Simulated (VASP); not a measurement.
A run of VASP 6.6.1:

The input POSCAR:

```
Y
1.0
    0.0000000000      3.4076185630      3.4076185630
    3.4076185630      0.0000000000      3.4076185630
    3.4076185630      3.4076185630      0.0000000000
Y
2
Direct
    0.1250000000      0.1250000000      0.1250000000
    0.8750000000      0.8750000000      0.8750000000
```

Contents of INCAR.step1:

```
ALGO     = Normal         # electronic algorithm
EDIFF    = 1E-4           # SCF threshold, eV
ENCUT    = 520            # plane-wave cutoff, eV
GGA      = PE             # functional
ISMEAR   = -1             # smearing method
LASPH    = True           # aspherical terms in the spheres
LCHARG   = False          # write CHGCAR
LREAL    = False          # projectors in reciprocal space
LWAVE    = True           # write WAVECAR
NBANDS   = 18             # bands
NELM     = 100            # most SCF steps
PREC     = Accurate       # precision mode
SIGMA    = 0.1            # smearing width, eV
```

File INCAR.step2:

```
ALGO     = Normal         # electronic algorithm
EDIFF    = 1E-6           # SCF threshold, eV
ENCUT    = 520            # plane-wave cutoff, eV
ISIF     = 2              # what is computed and relaxed
ISMEAR   = -1             # smearing method
ISTART   = 1            
LASPH    = True           # aspherical terms in the spheres
LCHARG   = False          # write CHGCAR
LMIXTAU  = True         
LREAL    = False          # projectors in reciprocal space
LWAVE    = False          # write WAVECAR
METAGGA  = R2SCAN         # meta-GGA
NBANDS   = 18             # bands
NELM     = 100            # most SCF steps
PREC     = Accurate       # precision mode
SIGMA    = 0.1            # smearing width, eV
```

KPOINTS

```
k-points
0
Gamma
  9 9 9
```

Potentials or basis: VASP PAW PBE potentials, release 64 (Y_sv).

Command:

```console
$ cat potpaw_PBE.64/Y_sv/POTCAR > POTCAR
$ cp INCAR.step1 INCAR
$ mpirun -np 1 vasp_std > vasp.out
$ cp INCAR.step2 INCAR
$ mpirun -np 1 vasp_std > vasp.out
```

Hardware: 1 thread of Intel(R) Xeon(R) 6975P-C (Granite Rapids) (shared host).

Problem. Estimate the wall time of this run.

Solution. Run time: 2.9 min on 1 thread of Intel(R) Xeon(R) 6975P-C (Granite Rapids), with other jobs on the host, peak memory 0.24 GiB. Counts: k points 35.
